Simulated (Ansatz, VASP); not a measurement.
**Ni: VASP beside Ansatz**

```
Ni
1.0
     0.00000    3.54810    3.54810
     1.77405    0.00000    1.77405
     1.77405    1.77405    0.00000
Ni
2
Cartesian
  0.0000 0.0000 0.0000
  0.0000 1.7740 1.7740
```

Alike in both runs: task single point; functional r2SCAN; k mesh 6 × 12 × 12; occupations fermi-dirac, width 0.1 eV; collinear spin.

|  | VASP | Ansatz |
| --- | --- | --- |
| version | VASP 6.6.1 | Ansatz 0.2.0 |
| potentials or method | VASP PAW PBE potentials, release 64 (Ni), cutoff 520 eV | PAW, plane waves, scalar-relativistic |
| valence electrons in the cell | 20 | 36 |

```tsv
	VASP	Ansatz	Ansatz less VASP
pressure (GPa)	-10.7	-11.2	-0.45
net moment per atom (μB)	0.74	0.75	+0.013
size of the moment on the site where the two differ most (μB)	0.76	0.82	+0.057
```

VASP's potentials were made for PBE, not for r2SCAN. Site moments also hang on the region over which each program counts them. With one functional, cell and mesh, what is left measures potentials, basis and numerics. VASP's potentials hold 20 valence electrons a cell and Ansatz's 36, so a difference there can come from the potentials and not from the codes. Ansatz's warnings: stability check not made.
